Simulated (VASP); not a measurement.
Write the native input for VASP 6.6.1 that does the following.

* Task: single point
* Functional: PBEsol
* Potentials or basis: VASP PAW PBE potentials, release 64 (N)
* Cutoff: 520 eV
* k mesh: 1 × 1 × 1
* Occupations: methfessel-paxton, width 0.02 eV
* Spin: no spin polarisation
* Dipole correction: no
* Further INCAR settings: ALGO = Normal; EDIFF = 1e-06; NBANDS = 12; NELMDL = -8

The structure of N2 lies in POSCAR:

```
N
1.0
    9.0000000000      0.0000000000      0.0000000000
    0.0000000000      9.5000000000      0.0000000000
    0.0000000000      0.0000000000     10.0000000000
N
2
Direct
    0.5000000000      0.5000000000      0.4449994801
    0.5000000000      0.5000000000      0.5550005199
```

One way to write it, as run:

INCAR

```
PREC = Accurate ; ENCUT = 520
EDIFF = 1E-6 ; ISMEAR = 1
SIGMA = 0.02 ; LREAL = False
LASPH = True ; NELM = 120
ALGO = Normal ; ISIF = 2
LWAVE = False ; LCHARG = False
GGA = PS ; NBANDS = 12
GGA_COMPAT = False ; NELMDL = -8
```

KPOINTS

```
regular mesh
0
Gamma
  1 1 1
```

Potentials or basis: VASP PAW PBE potentials, release 64 (N).

Launch:

```console
$ cat potpaw_PBE.64/N/POTCAR > POTCAR
$ mpirun -np 1 vasp_gam > vasp.out
```

Results of the run:

The largest force is 1.862 eV/Å. The gap between the frontier levels is 8.19 eV.

Caveat: the standard files for N, O and F lose accuracy on very short bonds; the PAW data sets were made with another functional, which shifts forces and pressure a little.

Run time: 59 s on 1 thread of AMD EPYC 7R13 (shared host), peak memory 0.72 GiB.
